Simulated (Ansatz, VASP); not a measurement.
**MnO in VASP and in Ansatz**

```
Mn O
1.0
     2.67239    0.00000    0.00000
     0.00000    2.67239    0.00000
     0.00000    0.00000    2.67239
Mn O
1 1
Direct
  0.00000 0.00000 0.00000
  0.50000 0.50000 0.50000
```

Alike in both runs: task single point; functional PBE; k mesh 10 × 10 × 10; occupations fermi-dirac, width 0.05 eV; collinear spin.

```csv
,VASP,Ansatz
version,VASP 6.6.1,Ansatz 0.2.0
potentials or method,"VASP PAW PBE potentials, release 64 (Mn_pv, O), cutoff 520 eV","all-electron LAPW, scalar-relativistic"
```

Ansatz gave:

| Property | Result |
| --- | --- |
| gap on the k mesh at the Fermi level (eV) | none |
| pressure (GPa) | 5.6 |
| net moment per atom (μB) | 2.09 |
| size of the moment on the site where the two differ most (μB) | 3.93 |

Which values does VASP return?

gap on the k mesh at the Fermi level (eV): none; pressure (GPa): 5.9; net moment per atom (μB): 2.10; size of the moment on the site where the two differ most (μB): 3.90.

Site moments also hang on the region over which each program counts them. A gap of «none» marks a metal or a gap that the smearing closes. Ansatz ran all-electron here, and VASP with PAW potentials.
